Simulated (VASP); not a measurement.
# LiPr3N2 in VASP: a series of runs

The runs below take LiPr3N2 through single point, with PBE.

Everything below comes from runs of VASP 6.6.1. Logs are shortened: lines on timing, memory, paths and dates and some standing lists are left out, and cuts for length are marked.

**1. The cell of the first run**

The typed cell holds 6 atoms: a = 5.150 Å, b = 5.150 Å, c = 4.921 Å, α = 90.00°, β = 90.00°, γ = 90.00°.

The cell was generated, and may not be a known phase.

**2. Single point, PBE**

INCAR reads:

```
SYSTEM = LiPr3N2
PREC = Accurate
ENCUT = 750
EDIFF = 1E-6
ISMEAR = 0
SIGMA = 0.2
LREAL = .FALSE.
LASPH = .TRUE.
NELM = 200
ALGO = Normal
ISIF = 2
LWAVE = .FALSE.
LCHARG = .TRUE.
GGA = PE
LELF = .TRUE.
LVHAR = .TRUE.
NBANDS = 32
GGA_COMPAT = .FALSE.
LMAXMIX = 6
```

KPOINTS reads:

```
Automatic mesh
0
G
  3 3 3
  0 0 0
```

POSCAR reads:

```
LiPr3N2
1.0
    5.1499353790      0.0000000000      0.0000000000
    0.0000000000      5.1499353790      0.0000000000
    0.0000000000      0.0000000000      4.9206658300
Li Pr N
1 3 2
Direct
    0.5000000000      0.5000000000      0.3022160337
    0.5000000000      0.0000000000      0.8022406913
    0.0000000000      0.5000000000      0.8022406913
    0.0000000000      0.0000000000      1.3022262112
    0.5000000000      0.0000000000      0.3023298413
    0.0000000000      0.5000000000      0.3023298413
```

Potentials or basis: VASP PAW PBE potentials, release 64 (Li_sv, Pr_3, N), 4f in core.

Run with:

```bash
$ cat potpaw_PBE.64/Li_sv/POTCAR potpaw_PBE.64/Pr_3/POTCAR potpaw_PBE.64/N/POTCAR > POTCAR
$ mpirun -np 1 vasp_std > vasp.out
```

OUTCAR:

```text
SYSTEM = LiPr3N2
   PREC = Accurate
   ENCUT = 750
   EDIFF = 1E-6
   ISMEAR = 0
   LREAL = .FALSE.
   LASPH = .TRUE.
   NELM = 200
   ISIF = 2
   GGA = PE

 ion  position               nearest neighbor table
   1  0.500  0.500  0.302-
   2  0.500  0.000  0.802-   5 2.46   5 2.46   4 3.56   4 3.56   4 3.56   4 3.56   3 3.64   3 3.64
                             3 3.64   3 3.64
   3  0.000  0.500  0.802-   6 2.46   6 2.46   4 3.56   4 3.56   4 3.56   4 3.56   2 3.64   2 3.64
                             2 3.64   2 3.64
   4  0.000  0.000  0.302-   5 2.57   6 2.57   6 2.57   5 2.57   3 3.56   2 3.56   2 3.56   3 3.56
                             3 3.56   2 3.56   3 3.56   2 3.56
   5  0.500  0.000  0.302-   2 2.46   2 2.46   4 2.57   4 2.57
   6  0.000  0.500  0.302-   3 2.46   3 2.46   4 2.57   4 2.57

  LATTYP: Found a simple tetragonal cell.
 ALAT       =     5.1499353790
 C/A-ratio  =     0.9554810824

  Lattice vectors:

 A1 = (   5.1499353790,   0.0000000000,   0.0000000000)
 A2 = (   0.0000000000,   5.1499353790,   0.0000000000)
 A3 = (   0.0000000000,   0.0000000000,   4.9206658300)

Analysis of symmetry for initial positions (statically):
=====================================================================
 Subroutine PRICEL returns:
 Original cell was already a primitive cell.

 Routine SETGRP: Setting up the symmetry group for a
 simple tetragonal supercell.

 Subroutine GETGRP returns: Found  8 space group operations
 (whereof  8 operations were pure point group operations)
 out of a pool of 16 trial point group operations.

The static configuration has the point symmetry C_4v.

Analysis of symmetry for dynamics (positions and initial velocities):
=====================================================================
 Subroutine PRICEL returns:
 Original cell was already a primitive cell.

 Routine SETGRP: Setting up the symmetry group for a
 simple tetragonal supercell.

 Subroutine GETGRP returns: Found  8 space group operations
 (whereof  8 operations were pure point group operations)
 out of a pool of 16 trial point group operations.

The dynamic configuration has the point symmetry C_4v.

 Subroutine INISYM returns: Found  8 space group operations
 (whereof  8 operations are pure point group operations),
 and found     1 'primitive' translations

----------------------------------------------------------------------------------------

                                     Primitive cell

  volume of cell :     130.5051

  direct lattice vectors                    reciprocal lattice vectors
     5.149935379  0.000000000  0.000000000     0.194177194  0.000000000  0.000000000
     0.000000000  5.149935379  0.000000000     0.000000000  0.194177194  0.000000000
     0.000000000  0.000000000  4.920665830     0.000000000  0.000000000  0.203224530

  length of vectors
     5.149935379  5.149935379  4.920665830     0.194177194  0.194177194  0.203224530

  position of ions in fractional coordinates (direct lattice)
     0.500000000  0.500000000  0.302216034
     0.500000000  0.000000000  0.802240691
     0.000000000  0.500000000  0.802240691
     0.000000000  0.000000000  0.302226211
     0.500000000  0.000000000  0.302329841
     0.000000000  0.500000000  0.302329841

  ion indices of the primitive-cell ions
   primitive index   ion index
                 1           1
                 2           2
                 3           3
                 4           4
                 5           5
                 6           6

----------------------------------------------------------------------------------------

 KPOINTS: Automatic mesh

Automatic generation of k-mesh.
 Grid dimensions read from file:
 generate k-points for:    3    3    3

 Generating k-lattice:

  Cartesian coordinates                     Fractional coordinates (reciprocal lattice)
     0.064725731  0.000000000  0.000000000     0.333333333  0.000000000  0.000000000
     0.000000000  0.064725731  0.000000000     0.000000000  0.333333333  0.000000000
     0.000000000  0.000000000  0.067741510     0.000000000  0.000000000  0.333333333

  Length of vectors
     0.064725731  0.064725731  0.067741510

  Shift w.r.t. Gamma in fractional coordinates (k-lattice)
     0.000000000  0.000000000  0.000000000

 Subroutine IBZKPT returns following result:
 ===========================================

 Found      6 irreducible k-points:

 Following reciprocal coordinates:
            Coordinates               Weight
  0.000000  0.000000  0.000000      1.000000
  0.333333  0.000000  0.000000      4.000000
  0.333333  0.333333  0.000000      4.000000
  0.000000  0.000000  0.333333      2.000000
  0.333333  0.000000  0.333333      8.000000
  0.333333  0.333333  0.333333      8.000000
   k-points           NKPTS =      6   k-points in BZ     NKDIM =      6   number of bands    NBANDS=     32
   number of dos      NEDOS =    301   number of ions     NIONS =      6
   total plane-waves  NPLWV = 110592
   dimension x,y,z NGX =    48 NGY =   48 NGZ =   48
   dimension x,y,z NGXF=    96 NGYF=   96 NGZF=   96
   ions per type =               1   3   2
   NGX,Y,Z   is equivalent  to a cutoff of  15.49, 15.49, 16.22 a.u.
   NGXF,Y,Z  is equivalent  to a cutoff of  30.99, 30.99, 32.43 a.u.
 SYSTEM =  LiPr3N2
   PREC   = accura    normal or accurate (medium, high low for compatibility)
   ISTART =      0    job   : 0-new  1-cont  2-samecut
   ICHARG =      2    charge: 1-file 2-atom 10-const
   ISPIN  =      1    spin polarized calculation?
   LNONCOLLINEAR =      F non collinear calculations
   LSORBIT =      F    spin-orbit coupling
   LASPH  =      T    aspherical Exc in radial PAW
   ENCUT  =  750.0 eV  55.12 Ry    7.42 a.u.  11.50 11.50 10.99*2*pi/ulx,y,z
   NELM   =    200;   NELMIN=  2; NELMDL= -5     # of ELM steps
   EDIFF  = 0.1E-05   stopping-criterion for ELM
   LREAL  =      F    real-space projection
   EDIFFG = 0.1E-04   stopping-criterion for IOM
   NSW    =      0    number of steps for IOM
   IBRION =     -1    ionic relax: 0-MD 1-quasi-New 2-CG
   NFREE  =      0    steps in history (QN), initial steepest desc. (CG)
   ISIF   =      2    stress and relaxation
   ISYM   =      2    0-nonsym 1-usesym 2-fastsym
   POTIM  = 0.5000    time-step for ionic-motion
   TEBEG  =    0.0;   TEEND  =   0.0 temperature during run
   PSTRESS=    0.0 pullay stress
   NELECT =      46.0000    total number of electrons
   NUPDOWN=      -1.0000    fix difference up-down
   EMIN   =  10.00;   EMAX   =-10.00  energy-range for DOS
   EFERMI =   0.00;   METHOD = LEGACY
   ISMEAR =     0;   SIGMA  =   0.20  broadening in eV -4-tet -1-fermi 0-gaus
   EFERMI_NEDOS =   21; number of points for ismear=-14 and -15
   IALGO  =     38    algorithm
   IMIX   =      4    mixing-type and parameters
     AMIX     =   0.40;   BMIX     =  1.00
     AMIX_MAG =   1.60;   BMIX_MAG =  1.00
  volume/ion in A,a.u.               =      21.75       146.78
  Fermi-wavevector in a.u.,A,eV,Ry     =   1.156427  2.185331 18.195396  1.337324
  Thomas-Fermi vector in A             =   2.293047
   LORBIT       =      0    0 simple, 1 ext, 2 COOP (PROOUT), +10 PAW based schemes
   GGA     = PE    functional components
   LHFCALC =     F    Hartree Fock is set to
   AEXX    =    0.0000 exact exchange contribution
   IVDW    =     0    specifies the selected vdW correction
   LEPSILON=     F    determine dielectric tensor
   LRPA    =     F    only Hartree local field effects (RPA)
 non-spin polarized calculation
 Gauss-broadening in eV      SIGMA  =   0.20
  energy-cutoff  :      750.00
  volume of cell :      130.51
 maximum number of plane-waves:      6102
 NGX is ok and might be reduce to    48
   NGX = 23   NGY = 23   NGZ = 21

 number of electron      46.0000004 magnetization

 Free energy of the ion-electron system (eV)
  ---------------------------------------------------
  ext. energy  EPLUGINS =         0.00000000
  ---------------------------------------------------
  free energy    TOTEN  =       -35.36298774 eV

  energy without entropy =      -35.27793784  energy(sigma->0) =      -35.32046279

 E-fermi :   3.3478     XC(G=0):  -9.7733

 val. band max:        3.2323456031   @ k =   0.3333   0.0000   0.0000
 cond. band min:       3.3666145211   @ k =   0.0000   0.0000   0.0000
 fundamental gap:      0.1342689180
 Fermi energy:         3.3478080139

 k-point     1 :       0.0000    0.0000    0.0000
  band No.  band energies     occupation
      1     -42.4102      2.00000
      2     -32.6392      2.00000
      3     -32.4998      2.00000
      4     -32.1278      2.00000
      5     -15.1528      2.00000
      6     -15.1528      2.00000
[... 24 lines left out ...]
     31       7.8155      0.00000
     32       8.2714      0.00000

 k-point     2 :       0.3333    0.0000    0.0000
  band No.  band energies     occupation
      1     -42.4102      2.00000
      2     -32.6015      2.00000
      3     -32.5303      2.00000
      4     -32.1349      2.00000
      5     -15.0263      2.00000
      6     -14.9678      2.00000
[... 24 lines left out ...]
     31       6.5885      0.00000
     32       7.9572      0.00000

 k-point     3 :       0.3333    0.3333    0.0000
  band No.  band energies     occupation
      1     -42.4102      2.00000
      2     -32.5788      2.00000
      3     -32.5430      2.00000
      4     -32.1443      2.00000
      5     -15.1537      2.00000
      6     -14.9451      2.00000
[... 24 lines left out ...]
     31       7.2944      0.00000
     32       7.3625      0.00000

 k-point     4 :       0.0000    0.0000    0.3333
  band No.  band energies     occupation
      1     -42.4102      2.00000
      2     -32.6204      2.00000
      3     -32.4979      2.00000
      4     -32.1460      2.00000
      5     -15.0602      2.00000
      6     -15.0602      2.00000
[... 24 lines left out ...]
     31       7.2853      0.00000
     32       8.0262      0.00000

 k-point     5 :       0.3333    0.0000    0.3333
  band No.  band energies     occupation
      1     -42.4102      2.00000
      2     -32.5888      2.00000
      3     -32.5273      2.00000
      4     -32.1470      2.00000
      5     -15.1465      2.00000
      6     -14.9740      2.00000
[... 24 lines left out ...]
     31       7.0268      0.00000
     32       7.6622      0.00000

 k-point     6 :       0.3333    0.3333    0.3333
  band No.  band energies     occupation
      1     -42.4102      2.00000
      2     -32.5718      2.00000
      3     -32.5410      2.00000
      4     -32.1486      2.00000
      5     -15.3591      2.00000
      6     -15.0419      2.00000
[... 24 lines left out ...]
     31       7.6606      0.00000
     32       8.3663      0.00000

------------------------ aborting loop because EDIFF is reached ----------------------------------------

  FORCE on cell =-STRESS in cart. coord.  units (eV):
  Direction    XX          YY          ZZ          XY          YZ          ZX
  --------------------------------------------------------------------------------------
  -------------------------------------------------------------------------------------
  Total        0.0003779      0.0003779      0.0405622      0.0000000     -0.0000000      0.0000000
  in kB        0.0046393      0.0046393      0.4979717      0.0000000     -0.0000000      0.0000000
  external PRESSURE =       0.1690835 kB  Pullay stress =       0.0000000 kB

 VOLUME and BASIS-vectors are now :
 -----------------------------------------------------------------------------
  energy-cutoff  :      750.00
  volume of cell :      130.51
      direct lattice vectors                 reciprocal lattice vectors
     5.149935379  0.000000000  0.000000000     0.194177194  0.000000000  0.000000000
     0.000000000  5.149935379  0.000000000     0.000000000  0.194177194  0.000000000
     0.000000000  0.000000000  4.920665830     0.000000000  0.000000000  0.203224530

 POSITION                                       TOTAL-FORCE (eV/Angst)
 -----------------------------------------------------------------------------------
      2.57497      2.57497      1.48710         0.000000      0.000000      0.000897
      2.57497      0.00000      3.94756         0.000000     -0.000000      0.000240
      0.00000      2.57497      3.94756         0.000000     -0.000000      0.000240
      0.00000      0.00000      1.48715         0.000000     -0.000000      0.000347
      2.57497      0.00000      1.48766         0.000000     -0.000000     -0.000862
      0.00000      2.57497      1.48766         0.000000     -0.000000     -0.000862
 -----------------------------------------------------------------------------------
    total drift:                                0.000000      0.000000      0.000019

  FREE ENERGIE OF THE ION-ELECTRON SYSTEM (eV)
  ---------------------------------------------------
  free  energy   TOTEN  =       -35.3629877366 eV

  energy  without entropy=      -35.2779378425  energy(sigma->0) =      -35.32046279
```

It took 35 s on 1 thread of Intel Xeon 6975P-C (Granite Rapids), shared host; peak memory 0.34 GiB.

Results:

* Free energy: -35.3630 eV
* Pressure: 0.0 GPa
* Band gap on the k mesh: zero (bands 23 and 24 overlap by 0.48 eV)

Caveat: the k points lie up to 0.43 Å⁻¹ apart; spin-orbit coupling is left out, which moves the levels of the heavy elements; the 4f electrons are frozen in the core, so they carry no moment and show no levels; the run has no spin polarisation, though such a crystal can be magnetic. Spin polarisation is off, so any magnetic state and its effect on volume and gap are missing.

**3. Single point, PBE**

This run uses another cell than the first one, of 20.84 Å³/atom.

INCAR reads:

```
SYSTEM = LiPr3N2
PREC     = Accurate       ! precision mode
ENCUT    = 750            ! plane-wave cutoff, eV
EDIFF    = 1E-6           ! SCF threshold, eV
ISMEAR   = 0              ! smearing method
SIGMA    = 0.2            ! smearing width, eV
LREAL    = .FALSE.        ! projectors in reciprocal space
LASPH    = .TRUE.         ! aspherical terms in the spheres
NELM     = 200            ! most SCF steps
ALGO     = Normal         ! electronic algorithm
ISIF     = 2              ! what is computed and relaxed
LWAVE    = .FALSE.        ! write WAVECAR
LCHARG   = .FALSE.        ! write CHGCAR
GGA      = PE             ! functional
NBANDS   = 32             ! bands
GGA_COMPAT= .FALSE.      
LMAXMIX  = 6              ! l up to which the mixer works
```

KPOINTS reads:

```
regular mesh
0
G
  5 5 2
  0 0 0
```

POSCAR reads:

```
LiPr3N2
1.0
    3.2127273064      0.0000000000      0.0000000000
    0.0000000000      3.2127273064      0.0000000000
    0.0000000000      0.0000000000     12.1167794594
Li Pr N
1 3 2
Direct
    0.0000000000      0.0000000000      0.0000000000
    0.5000000000      0.5000000000      0.2511500760
    0.5000000000      0.5000000000      0.5000000000
    0.5000000000      0.5000000000      0.7488499240
    0.0000000000      0.0000000000      0.3557870252
    0.0000000000      0.0000000000      0.6442129748
```

Potentials or basis: VASP PAW PBE potentials, release 64 (Li_sv, Pr_3, N), 4f in core.

Run with:

```bash
$ cat potpaw_PBE.64/Li_sv/POTCAR potpaw_PBE.64/Pr_3/POTCAR potpaw_PBE.64/N/POTCAR > POTCAR
$ mpirun -np 1 vasp_std > vasp.out
```

OUTCAR:

```text
SYSTEM = LiPr3N2
   PREC = Accurate
   ENCUT = 750
   EDIFF = 1E-6
   ISMEAR = 0
   LREAL = .FALSE.
   LASPH = .TRUE.
   NELM = 200
   ISIF = 2
   GGA = PE

 ion  position               nearest neighbor table
   1  0.000  0.000  0.000-
   2  0.500  0.500  0.251-   5 2.60   5 2.60   5 2.60   5 2.60   3 3.02
   3  0.500  0.500  0.500-   2 3.02   4 3.02
   4  0.500  0.500  0.749-   6 2.60   6 2.60   6 2.60   6 2.60   3 3.02
   5  0.000  0.000  0.356-   2 2.60   2 2.60   2 2.60   2 2.60
   6  0.000  0.000  0.644-   4 2.60   4 2.60   4 2.60   4 2.60

  LATTYP: Found a simple tetragonal cell.
 ALAT       =     3.2127273064
[... 610 lines left out ...]
  -------------------------------------------------------------------------------------
  Total       -0.2993914     -0.2993914     -0.2926792      0.0000000     -0.0000000     -0.0000000
  in kB       -3.8354382     -3.8354382     -3.7494490      0.0000000     -0.0000000     -0.0000000
  external PRESSURE =      -3.8067752 kB  Pullay stress =       0.0000000 kB

 VOLUME and BASIS-vectors are now :
 -----------------------------------------------------------------------------
  energy-cutoff  :      750.00
  volume of cell :      125.06
      direct lattice vectors                 reciprocal lattice vectors
     3.212727306  0.000000000  0.000000000     0.311262023  0.000000000  0.000000000
     0.000000000  3.212727306  0.000000000     0.000000000  0.311262023  0.000000000
     0.000000000  0.000000000 12.116779459     0.000000000  0.000000000  0.082530181

 POSITION                                       TOTAL-FORCE (eV/Angst)
 -----------------------------------------------------------------------------------
      0.00000      0.00000      0.00000         0.000000     -0.000000      0.000000
      1.60636      1.60636      3.04313         0.000000      0.000000      0.052996
      1.60636      1.60636      6.05839         0.000000     -0.000000      0.000000
      1.60636      1.60636      9.07365        -0.000000      0.000000     -0.052996
      0.00000      0.00000      4.31099         0.000000     -0.000000     -0.011654
      0.00000      0.00000      7.80579         0.000000     -0.000000      0.011654
 -----------------------------------------------------------------------------------
    total drift:                                0.000000      0.000000      0.000000

  FREE ENERGIE OF THE ION-ELECTRON SYSTEM (eV)
  ---------------------------------------------------
  free  energy   TOTEN  =       -34.9061167433 eV

  energy  without entropy=      -34.8127995633  energy(sigma->0) =      -34.85945815
```

OSZICAR:

```text
N       E                     dE             d eps       ncg     rms          rms(c)
DAV:   1     0.439470537527E+03    0.43947E+03   -0.26586E+04   768   0.180E+03
DAV:   2    -0.158627914713E+01   -0.44106E+03   -0.42051E+03   888   0.397E+02
DAV:   3    -0.394460117606E+02   -0.37860E+02   -0.36941E+02  1224   0.107E+02
DAV:   4    -0.411598718916E+02   -0.17139E+01   -0.16986E+01  1192   0.220E+01
DAV:   5    -0.412206339755E+02   -0.60762E-01   -0.60741E-01  1104   0.353E+00    0.152E+01
DAV:   6    -0.358548409039E+02    0.53658E+01   -0.48323E+01  1096   0.288E+01    0.889E+00
DAV:   7    -0.350032230502E+02    0.85162E+00   -0.77522E+00  1040   0.126E+01    0.448E+00
DAV:   8    -0.349648940780E+02    0.38329E-01   -0.13135E+00  1008   0.550E+00    0.178E+00
DAV:   9    -0.349040274762E+02    0.60867E-01   -0.25434E-01  1288   0.288E+00    0.467E-01
DAV:  10    -0.349057416906E+02   -0.17142E-02   -0.18504E-02  1080   0.753E-01    0.314E-01
DAV:  11    -0.349061764908E+02   -0.43480E-03   -0.35700E-03  1120   0.367E-01    0.680E-02
DAV:  12    -0.349061236726E+02    0.52818E-04   -0.55565E-04  1232   0.110E-01    0.187E-02
DAV:  13    -0.349061173067E+02    0.63659E-05   -0.31023E-05  1032   0.334E-02    0.934E-03
DAV:  14    -0.349061167433E+02    0.56342E-06   -0.32476E-06   896   0.984E-03
   1 F= -.34906117E+02 E0= -.34859458E+02  d E =-.933172E-01
```

stdout:

```text
POSCAR found type information on POSCAR LiPrN
 POSCAR found :  3 types and       6 ions
 scaLAPACK will be used
 LDA part: xc-table for (Slater+PW92), standard interpolation
 POSCAR, INCAR and KPOINTS ok, starting setup
 FFT: planning ... GRIDC
 FFT: planning ... GRID_SOFT
 FFT: planning ... GRID
 WAVECAR not read
 entering main loop
```

It took 52 s on 1 thread of Intel Xeon 6975P-C (Granite Rapids), shared host; peak memory 0.34 GiB.

What came out:

| Item | Value |
| --- | --- |
| Free energy | -34.9061 eV |
| Pressure | -0.4 GPa |
| Largest force | 0.053 eV/Å |
| Band gap on the k mesh | zero (bands 23 and 24 overlap by 2.34 eV) |

Forces in eV/Å, atoms in the order of the input:
```
Li   0.000  0.000  0.000
Pr   0.000  0.000  0.053
Pr   0.000  0.000  0.000
Pr   0.000  0.000 -0.053
N    0.000  0.000 -0.012
N    0.000  0.000  0.012
```

Caveat: the k points lie up to 0.39 Å⁻¹ apart, too coarse for converged energies and pressures of a metal; spin-orbit coupling is left out, which moves the levels of the heavy elements; the 4f electrons are frozen in the core, so they carry no moment and show no levels; the run has no spin polarisation, though such a crystal can be magnetic. Spin polarisation is off, so any magnetic state and its effect on volume and gap are missing.

The gap in the log of VASP goes by the Fermi energy; the results here count the filled bands.